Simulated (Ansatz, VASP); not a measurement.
**One calculation of MnO, two programs**

POSCAR

```
MnO
1.0
    0.0000000000      2.4365134300      2.4365134300
    2.4365134300      0.0000000000      2.4365134300
    2.4365134300      2.4365134300      0.0000000000
Mn O
1 1
Direct
    0.0000000000      0.0000000000      0.0000000000
    0.2500000000      0.2500000000      0.2500000000
```

File INCAR.step1:

```
SYSTEM = MnO
ALGO     = Normal         ! electronic algorithm
EDIFF    = 1E-5           ! SCF threshold, eV
ENCUT    = 520            ! plane-wave cutoff, eV
GGA      = PE             ! functional
ISIF     = 2              ! what is computed and relaxed
ISMEAR   = -1             ! smearing method
ISPIN    = 2              ! spin polarisation
LASPH    = .True.         ! aspherical terms in the spheres
LCHARG   = .False.        ! write CHGCAR
LMAXMIX  = 4              ! l up to which the mixer works
LORBIT   = 11             ! projections on sites
LREAL    = .False.        ! projectors in reciprocal space
LWAVE    = .True.         ! write WAVECAR
MAGMOM   = 4 0            ! initial moments
NBANDS   = 20             ! bands
NELM     = 150            ! most SCF steps
PREC     = Accurate       ! precision mode
SIGMA    = 0.05           ! smearing width, eV
```

The input INCAR.step2:

```
SYSTEM = MnO
AEXX     = 0.25           ! exact-exchange fraction
ALGO     = Normal         ! electronic algorithm
EDIFF    = 1E-6           ! SCF threshold, eV
ENCUT    = 520            ! plane-wave cutoff, eV
GGA      = PE             ! functional
HFSCREEN = 0.3            ! screening, 1/A
ISIF     = 2              ! what is computed and relaxed
ISMEAR   = -1             ! smearing method
ISPIN    = 2              ! spin polarisation
ISTART   = 1            
LASPH    = .True.         ! aspherical terms in the spheres
LCHARG   = .False.        ! write CHGCAR
LHFCALC  = .True.         ! exact exchange
LMAXMIX  = 4              ! l up to which the mixer works
LORBIT   = 11             ! projections on sites
LREAL    = .False.        ! projectors in reciprocal space
LWAVE    = .False.        ! write WAVECAR
MAGMOM   = 4 0            ! initial moments
NBANDS   = 20             ! bands
NELM     = 150            ! most SCF steps
PREC     = Accurate       ! precision mode
PRECFOCK = Normal       
SIGMA    = 0.05           ! smearing width, eV
```

File KPOINTS:

```
k-points
0
Gamma
  5 5 5
  0 0 0
```

File input:

```
crystal:
  lattice:
    - [0.0, 2.43651343, 2.43651343]
    - [2.43651343, 0.0, 2.43651343]
    - [2.43651343, 2.43651343, 0.0]
  atoms:
    - { symbol: Mn, position: [0.0, 0.0, 0.0], spin: 4.0 }
    - { symbol: O, position: [0.25, 0.25, 0.25] }
hamiltonian:
  xc: { exchange: pbe, correlation: pbe, exx: { coeff: 0.25, omega: 0.3 } }
  pseudopotentials: { kind: paw }
magnetization:
  spin_polarized: true
kpoints:
  mp_grid: { grid: [5, 5, 5] }
  band_path:
    path:
      - [[0.0, 0.0, 0.0], [0.5, 0.0, 0.5], [0.5, 0.25, 0.75], [0.375, 0.375, 0.75], [0.0, 0.0, 0.0], [0.5, 0.5, 0.5], [0.625, 0.25, 0.625], [0.5, 0.25, 0.75], [0.5, 0.5, 0.5], [0.375, 0.375, 0.75]]
      - [[0.625, 0.25, 0.625], [0.5, 0.0, 0.5]]
    npoints: 4
scf:
  occupations: { method: fermi_dirac, width: 0.05 }
  n_extra_bands: 6
output:
  forces: true
  stress: true
  eigenvalues: true
  fatbands: false
  write_density: true
  write_potential: true
  elf: true
  volumetric_format: npy
```

Alike in both runs: functional PBE-based screened hybrid with a share of 0.25 of exact exchange and HFSCREEN = 0.3; k mesh 5 × 5 × 5; occupations fermi-dirac, width 0.05 eV; collinear spin.

|  | VASP | Ansatz |
| --- | --- | --- |
| version | VASP 6.6.1 | Ansatz 0.2.0 |
| potentials or method | VASP PAW PBE potentials, release 64 (Mn_pv, O) | Ansatz PAW |
| plane-wave cutoff (eV) | 520 | 420 |
| valence electrons in the cell | 19 | 21 |
| task | single point | band structure |

|  | VASP | Ansatz | Ansatz less VASP |
| --- | --- | --- | --- |
| gap on the k mesh at the Fermi level (eV) | 0.17 | 0.16 | -0.011 |
| least direct gap on the mesh (eV) | 0.17 | 0.16 | -0.011 |
| pressure (GPa) | -5.4 | -5.9 | -0.51 |
| net moment per atom (μB) | 2.50 | 2.50 | 0.000 |
| size of the moment on the site where the two differ most (μB) | 4.56 | 4.16 | -0.399 |

VASP's potentials were made for PBE, not for PBE-based screened hybrid. Site moments also hang on the region over which each program counts them. VASP's potentials hold 19 valence electrons a cell and Ansatz's 21, so a difference there can come from the potentials and not from the codes.

The k mesh is coarse, so the values compare programs but aren't converged. Noted on Ansatz's run: the magnetic or orbital state may not be the lowest.
